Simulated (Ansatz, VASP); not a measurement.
## Ge2CN4 in VASP and in Ansatz

```
Ge C N
1.0
     7.68802    0.00000   -0.04619
     0.00000    2.92368    0.00000
    -3.88415    0.00000    6.29174
Ge C N
4 2 8
Direct
  0.58307 0.50000 0.83007
  0.85277 0.00000 0.26717
  0.79108 0.00000 0.62275
  0.37537 0.00000 0.15036
  0.21692 0.50000 0.41742
  0.18330 0.50000 0.74071
  0.30257 0.50000 0.64302
  0.65560 0.00000 0.33609
  0.75467 0.50000 0.73489
  0.64074 0.00000 0.98556
  0.04680 0.00000 0.65140
  0.00423 0.50000 0.28509
  0.30920 0.00000 0.36821
  0.28366 0.50000 0.96726
```

Alike in both runs: task single point; functional r2SCAN; k mesh 4 × 8 × 4; no spin polarisation.

|  | VASP | Ansatz |
| --- | --- | --- |
| version | VASP 6.6.1 | Ansatz 0.2.0 |
| potentials or method | VASP PAW PBE potentials, release 64 (Ge_d, C, N) | plane waves, PAW |
| plane-wave cutoff (eV) | 520 | 500 |
| occupations | gaussian, width 0.01 eV | fixed |
| valence electrons in the cell | 104 | 104 |

```csv
,VASP,Ansatz,Ansatz less VASP
gap on the k mesh at the Fermi level (eV),1.52,1.52,+0.007
pressure (GPa),0.7,0.0,-0.71
rms of the force components (eV/Å),0.022,0.001,-0.0208
```

VASP's potentials were made for PBE, not for r2SCAN.
